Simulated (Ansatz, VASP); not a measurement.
Given: the input of a run of VASP 6.6.1 on NbAs.

The input INCAR:

```
ALGO = Normal ; EDIFF = 1E-7
ENCUT = 520 ; ISIF = 2
ISMEAR = -1 ; LASPH = True
LCHARG = True ; LELF = True
LREAL = False ; LVHAR = True
LWAVE = False ; NBANDS = 26
NELM = 100 ; PREC = Accurate
SIGMA = 0.05
```

File KPOINTS:

```
k-points
0
Gamma
  11 11 11
```

POSCAR

```
NbAs
1.0
   -1.7025248434      1.7025248434      5.7610714056
    1.7025248434     -1.7025248434      5.7610714056
    1.7025248434      1.7025248434     -5.7610714056
Nb As
2 2
Direct
    0.5000000000      0.0000000000      0.5000000000
    0.7500000000      0.7500000000      0.0000000000
    0.9160000000      0.4160000000      0.5000000000
    0.1660000000      0.1660000000      0.0000000000
```

Potentials or basis: VASP PAW LDA potentials, release 64 (Nb_sv, As).

The run is started by

```console
$ cat potpaw_LDA.64/Nb_sv/POTCAR potpaw_LDA.64/As/POTCAR > POTCAR
$ mpirun -np 1 vasp_std > vasp.out
```

Q: Set up the same calculation for Ansatz 0.2.0. Potentials there: all-electron LAPW, scalar-relativistic.

A: As run (the cutoff follows the program's own potentials):

input.yaml

```yaml
crystal:
  lattice:
    - [-1.7025248434, 1.7025248434, 5.7610714056]
    - [1.7025248434, -1.7025248434, 5.7610714056]
    - [1.7025248434, 1.7025248434, -5.7610714056]
  atoms:
    - { symbol: Nb, position: [0.5, 0.0, 0.5] }
    - { symbol: Nb, position: [0.75, 0.75, 0.0] }
    - { symbol: As, position: [0.916, 0.416, 0.5] }
    - { symbol: As, position: [0.166, 0.166, 0.0] }
kpoints:
  mp_grid: { grid: [11, 11, 11] }
scf:
  occupations: { method: fermi_dirac, width: 0.05 }
hamiltonian:
  xc: lda
  pseudopotentials: { kind: all_electron, lapw: { basis_error: 0.002 } }
output:
  forces: true
  stress: true
  eigenvalues: true
```

Potentials or basis: all-electron LAPW, scalar-relativistic.

Launch:

```bash
$ ansatz run input.yaml --threads 2 --pin off --max-ram 6144MiB --backend cpu --events-out ev --progress --plain --runs-dir out
```

Both were run:

|  | VASP | Ansatz | Ansatz less VASP |
| --- | --- | --- | --- |
| pressure (GPa) | 2.1 | 1.7 | -0.39 |
| traceless stress, the component that is largest in VASP (GPa) | 0.42 | 0.50 | +0.076 |
| rms of the force components (eV/Å) | 0.192 | 0.189 | -0.0026 |

LDA's correlation is that of Perdew and Zunger in VASP and of Perdew and Wang (1992) in Ansatz. Atom by atom the forces differ by 0.003 eV/Å (rms over components). Ansatz ran all-electron here, and VASP with PAW potentials.
